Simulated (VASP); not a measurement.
# MgS (Fm-3m) in VASP: a series of runs, part 2 of 2

VASP 6.6.1. Earlier steps stand in the parts before.

**3. Single point, LDA**

This run uses another cell than the first one, of 16.86 Å³/atom, 1.103 times its volume.

INCAR reads:

```
SYSTEM = MgS
ALGO = Normal
EDIFF = 1E-6
ENCUT = 520
GGA = CA
ISIF = 2
ISMEAR = 0
LASPH = .TRUE.
LCHARG = .FALSE.
LREAL = .FALSE.
LWAVE = .FALSE.
NBANDS = 11
NELM = 60
PREC = Accurate
SIGMA = 0.01
```

KPOINTS reads:

```
k-points
0
G
  8 8 8
  0 0 0
```

POSCAR reads:

```
MgS
1.0
    2.5641824302      2.5641824302      0.0000000000
   -2.5641824302      2.5641824302      0.0000000000
    0.0000000000      2.5641824302      2.5641824302
Mg S
1 1
Direct
    0.0000000000      0.0000000000      0.0000000000
    0.5000000000      0.5000000000      0.0000000000
```

Potentials or basis: VASP PAW LDA potentials, release 64 (Mg, S).

Run with:

```bash
> cat potpaw_LDA.64/Mg/POTCAR potpaw_LDA.64/S/POTCAR > POTCAR
> mpirun -np 1 vasp_std > vasp.out
```

OUTCAR:

```text
SYSTEM = MgS
   EDIFF = 1E-6
   ENCUT = 520
   GGA = CA
   ISIF = 2
   ISMEAR = 0
   LASPH = .TRUE.
   LREAL = .FALSE.
   NELM = 60
   PREC = Accurate

 ion  position               nearest neighbor table
   1  0.000  0.000  0.000-   2 2.56   2 2.56   2 2.56   2 2.56   2 2.56   2 2.56
   2  0.500  0.500  0.000-   1 2.56   1 2.56   1 2.56   1 2.56   1 2.56   1 2.56

  LATTYP: Found a face centered cubic cell.
 ALAT       =     5.1283648604

  Lattice vectors:

 A1 = (   0.0000000000,   2.5641824302,   2.5641824302)
 A2 = (   2.5641824302,   0.0000000000,   2.5641824302)
 A3 = (   2.5641824302,   2.5641824302,   0.0000000000)

Analysis of symmetry for initial positions (statically):
=====================================================================
 Subroutine PRICEL returns:
 Original cell was already a primitive cell.

 Routine SETGRP: Setting up the symmetry group for a
 face centered cubic supercell.

 Subroutine GETGRP returns: Found 48 space group operations
 (whereof 48 operations were pure point group operations)
 out of a pool of 48 trial point group operations.

The static configuration has the point symmetry O_h .

[... 171 lines left out ...]
      3       3.9818      2.00000
      4       3.9818      2.00000
      5       7.8246      0.00000
      6      11.7877      0.00000
      7      11.7877      0.00000
      8      11.7877      0.00000
      9      14.2919      0.00000
     10      14.2919      0.00000
     11      16.4364      0.00000
[... 309 lines left out ...]
 k-point    24 :       0.5000    0.2500    0.1250
  band No.  band energies     occupation
      1      -7.2473      2.00000
      2      -0.6131      2.00000
      3       1.6753      2.00000
      4       2.7305      2.00000
      5       9.4750      0.00000
      6      10.0252      0.00000
      7      12.3819      0.00000
      8      13.4792      0.00000
      9      16.2763      0.00000
     10      17.3964      0.00000
     11      19.6051      0.00000

 [... further k-points ...]

------------------------ aborting loop because EDIFF is reached ----------------------------------------

  FORCE on cell =-STRESS in cart. coord.  units (eV):
  Direction    XX          YY          ZZ          XY          YZ          ZX
  --------------------------------------------------------------------------------------
  -------------------------------------------------------------------------------------
  Total       -0.1170888     -0.1170888     -0.1170888      0.0000000      0.0000000     -0.0000000
  in kB       -5.5635136     -5.5635136     -5.5635136      0.0000000      0.0000000     -0.0000000
  external PRESSURE =      -5.5635136 kB  Pullay stress =       0.0000000 kB

 VOLUME and BASIS-vectors are now :
 -----------------------------------------------------------------------------
  energy-cutoff  :      520.00
  volume of cell :       33.72
      direct lattice vectors                 reciprocal lattice vectors
     2.564182430  2.564182430  0.000000000     0.194993926  0.194993926 -0.194993926
    -2.564182430  2.564182430  0.000000000    -0.194993926  0.194993926 -0.194993926
     0.000000000  2.564182430  2.564182430     0.000000000  0.000000000  0.389987853

 POSITION                                       TOTAL-FORCE (eV/Angst)
 -----------------------------------------------------------------------------------
      0.00000      0.00000      0.00000         0.000000      0.000000      0.000000
      0.00000      2.56418      0.00000        -0.000000     -0.000000      0.000000
 -----------------------------------------------------------------------------------
    total drift:                               -0.000000      0.000000     -0.000000

  FREE ENERGIE OF THE ION-ELECTRON SYSTEM (eV)
  ---------------------------------------------------
  free  energy   TOTEN  =        -9.5921000242 eV

  energy  without entropy=       -9.5921000242  energy(sigma->0) =       -9.59210002
```

OSZICAR:

```text
N       E                     dE             d eps       ncg     rms          rms(c)
DAV:   1     0.228561625074E+02    0.22856E+02   -0.36210E+03   654   0.592E+02
DAV:   2    -0.851571834353E+01   -0.31372E+02   -0.29505E+02   824   0.102E+02
DAV:   3    -0.100076386506E+02   -0.14919E+01   -0.14883E+01   783   0.232E+01
DAV:   4    -0.100159062044E+02   -0.82676E-02   -0.82669E-02   755   0.205E+00
DAV:   5    -0.100159580976E+02   -0.51893E-04   -0.51893E-04   777   0.170E-01    0.461E+00
DAV:   6    -0.964561544775E+01    0.37034E+00   -0.79174E-01   730   0.347E+00    0.356E+00
DAV:   7    -0.959714632099E+01    0.48469E-01   -0.19292E-01   775   0.183E+00    0.219E+00
DAV:   8    -0.959245779239E+01    0.46885E-02   -0.11502E-02   704   0.589E-01    0.852E-01
DAV:   9    -0.959212682334E+01    0.33097E-03   -0.63055E-04   740   0.131E-01    0.361E-01
DAV:  10    -0.959210462797E+01    0.22195E-04   -0.60764E-05   771   0.376E-02    0.127E-01
DAV:  11    -0.959209997918E+01    0.46488E-05   -0.23210E-05   743   0.207E-02    0.158E-02
DAV:  12    -0.959210002425E+01   -0.45068E-07   -0.28108E-07   424   0.376E-03
   1 F= -.95921000E+01 E0= -.95921000E+01  d E =-.614811E-19
```

Wall time 8.3 s (1 thread of Intel Xeon Platinum 8259CL at 2.50GHz (Skylake/Cascade Lake), shared host); peak memory 0.14 GiB.

What came out:

* Free energy: -9.5921 eV
* Pressure: -0.6 GPa
* Band gap on the k mesh: 2.65 eV, indirect (least direct gap 3.84 eV)

Levels at points of the mesh, in eV from the valence-band top:
| k point | band 1 | band 2 | band 3 | band 4 | band 5 | band 6 | band 7 | band 8 | band 9 |
| --- | --- | --- | --- | --- | --- | --- | --- | --- | --- |
| (0.00, 0.00, 0.00) | -12.90 | 0.00 | 0.00 | 0.00 | 3.84 | 7.81 | 7.81 | 7.81 | 10.31 |
| (0.50, 0.00, 0.00) | -11.45 | -5.14 | -0.65 | -0.65 | 4.44 | 6.79 | 6.79 | 10.31 | 12.19 |
| (0.50, 0.50, 0.00) | -11.03 | -4.49 | -1.81 | -1.81 | 2.65 | 4.11 | 12.22 | 12.88 | 13.54 |

A k mesh can miss the band edges. Expect the measured gap to be larger: semilocal functionals such as LDA lack the derivative discontinuity.

**4. Single point, LDA**

This run uses another cell than the first one, of 16.48 Å³/atom, 1.078 times its volume.

INCAR reads:

```
  ALGO = Normal
  EDIFF = 1E-7
  ENCUT = 520
  ISIF = 2
  ISMEAR = 0
  LASPH = T
  LCHARG = F
  LREAL = F
  LWAVE = F
  NBANDS = 11
  NELM = 60
  PREC = Accurate
  SIGMA = 0.01
```

KPOINTS reads:

```
k-points
0
Gamma
  8 8 8
```

POSCAR reads:

```
MgS
1.0
    2.5449609130      2.5449609130      0.0000000000
   -2.5449609130      2.5449609130      0.0000000000
    0.0000000000      2.5449609130      2.5449609130
Mg S
1 1
Direct
    0.0000000000      0.0000000000      0.0000000000
    0.5000000000      0.5000000000      0.0000000000
```

Run with:

```bash
> cat potpaw_LDA.64/Mg/POTCAR potpaw_LDA.64/S/POTCAR > POTCAR
> mpirun -np 1 vasp_std > vasp.out
```

It took 8.6 s on 1 thread of Intel Xeon Platinum 8259CL at 2.50GHz (Skylake/Cascade Lake), shared host; peak memory 0.14 GiB.

The run converged. Its results:

* Free energy: -9.5900 eV
* Pressure: 1.4 GPa
* Band gap on the k mesh: 2.70 eV, indirect (least direct gap 4.03 eV)

Levels at points of the mesh, in eV from the valence-band top:
```
           k point  band 1  band 2  band 3  band 4  band 5  band 6  band 7  band 8
(0.00, 0.00, 0.00)  -13.04    0.00    0.00    0.00    4.03    7.79    7.79    7.79
(0.50, 0.00, 0.00)  -11.52   -5.27   -0.67   -0.67    4.47    6.82    6.82   10.55
(0.50, 0.50, 0.00)  -11.09   -4.61   -1.86   -1.86    2.70    4.04   12.45   12.94
```

**5. Single point, LDA**

This run uses another cell than the first one, of 16.48 Å³/atom, 1.078 times its volume.

INCAR reads:

```
PREC = Accurate ; ENCUT = 520
EDIFF = 1E-7 ; ISMEAR = 0
SIGMA = 0.01 ; LREAL = F
LASPH = T ; NELM = 60
ALGO = Normal ; ISIF = 2
LWAVE = F ; LCHARG = F
GGA = CA ; NBANDS = 11
```

KPOINTS reads:

```
Automatic mesh
0
Gamma
  8 8 8
```

POSCAR is that of step 4.

Run with:

```bash
> cat potpaw_LDA.64/Mg/POTCAR potpaw_LDA.64/S/POTCAR > POTCAR
> mpirun -np 1 vasp_std > vasp.out
```

It took 12 s on 1 thread of Intel Xeon Platinum 8259CL at 2.50GHz (Skylake/Cascade Lake), shared host; peak memory 0.14 GiB.

Results (log left out):

| Property | Result |
| --- | --- |
| Free energy | -9.5900 eV |
| Pressure | 1.4 GPa |
| Band gap on the k mesh | 2.70 eV, indirect (least direct gap 4.03 eV) |

Levels at points of the mesh, in eV from the valence-band top:
```csv
k point,band 1,band 2,band 3,band 4,band 5,band 6,band 7,band 8,band 9
"(0.00, 0.00, 0.00)",-13.04,0.00,0.00,0.00,4.03,7.79,7.79,7.79,10.33
"(0.50, 0.00, 0.00)",-11.52,-5.27,-0.67,-0.67,4.47,6.82,6.82,10.55,12.33
"(0.50, 0.50, 0.00)",-11.09,-4.61,-1.86,-1.86,2.70,4.04,12.45,12.94,13.78
```

**6. Summary**

```csv
cell,gap on the mesh (eV),pressure (GPa)
"a = 3.510 Å, angles 60.0, 60.0, 90.0°, 2 atoms",2.85,9.4
"a = 3.626 Å, angles 60.0, 60.0, 90.0°, 2 atoms",2.65,-0.6
"a = 3.599 Å, angles 60.0, 60.0, 90.0°, 2 atoms",2.70,1.4
```

Alike in all rows: task single point; level LDA; potentials or basis VASP PAW LDA potentials, release 64 (Mg, S); no spin polarisation; k mesh 8 × 8 × 8; cutoff (eV) 520; smearing gaussian 0.01 eV.

Absolute energies hang on the potentials; compare differences alone.
